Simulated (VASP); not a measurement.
A run of VASP 6.6.1:

INCAR

```
PREC = Accurate
ENCUT = 520
EDIFF = 1E-8
ISMEAR = -1
SIGMA = 0.02
LREAL = Auto
LASPH = True
NELM = 100
ALGO = Normal
ISIF = 2
LWAVE = False
LCHARG = False
GGA = PE
LEFG = True
NBANDS = 79
```

KPOINTS

```
regular mesh
0
Gamma
  4 4 4
```

The input POSCAR:

```
LaAl3As2H6O14
1.0
    3.5158000000      2.0298480764      5.5050333333
   -3.5158000000      2.0298480764      5.5050333333
    0.0000000000     -4.0596961528      5.5050333333
La Al H As O
1 3 6 2 14
Direct
    0.0000000000      0.0000000000      0.0000000000
    0.0000000000      0.0000000000      0.5000000000
    0.5000000000      0.0000000000      0.0000000000
    0.0000000000      0.5000000000      0.0000000000
    0.3160000000      0.7340000000      0.3160000000
    0.3160000000      0.3160000000      0.7340000000
    0.7340000000      0.3160000000      0.3160000000
    0.6840000000      0.2660000000      0.6840000000
    0.2660000000      0.6840000000      0.6840000000
    0.6840000000      0.6840000000      0.2660000000
    0.3149200000      0.3149200000      0.3149200000
    0.6850800000      0.6850800000      0.6850800000
    0.5854300000      0.5854300000      0.5854300000
    0.4145700000      0.4145700000      0.4145700000
    0.1502200000      0.5357600000      0.1502200000
    0.1502200000      0.1502200000      0.5357600000
    0.5357600000      0.1502200000      0.1502200000
    0.8497800000      0.4642400000      0.8497800000
    0.4642400000      0.8497800000      0.8497800000
    0.8497800000      0.8497800000      0.4642400000
    0.2597400000      0.8915500000      0.2597400000
    0.2597400000      0.2597400000      0.8915500000
    0.8915500000      0.2597400000      0.2597400000
    0.7402600000      0.1084500000      0.7402600000
    0.1084500000      0.7402600000      0.7402600000
    0.7402600000      0.7402600000      0.1084500000
```

Potentials or basis: VASP PAW PBE potentials, release 64 (La, Al, H, As, O).

Launch:

```sh
$ cat potpaw_PBE.64/La/POTCAR potpaw_PBE.64/Al/POTCAR potpaw_PBE.64/H/POTCAR potpaw_PBE.64/As/POTCAR potpaw_PBE.64/O/POTCAR > POTCAR
$ mpirun -np 1 vasp_std > vasp.out
```

Hardware: 1 thread of Intel(R) Xeon(R) Platinum 8259CL CPU @ 2.50GHz (Skylake/Cascade Lake), with other jobs on the host.

**Question.** How long does it take, and how much memory?

**Answer.** It took 12 min on 1 thread of Intel(R) Xeon(R) Platinum 8259CL CPU @ 2.50GHz (Skylake/Cascade Lake), on a shared host, peak memory 0.5 GiB. Counts: scf iterations 19, k points 13.
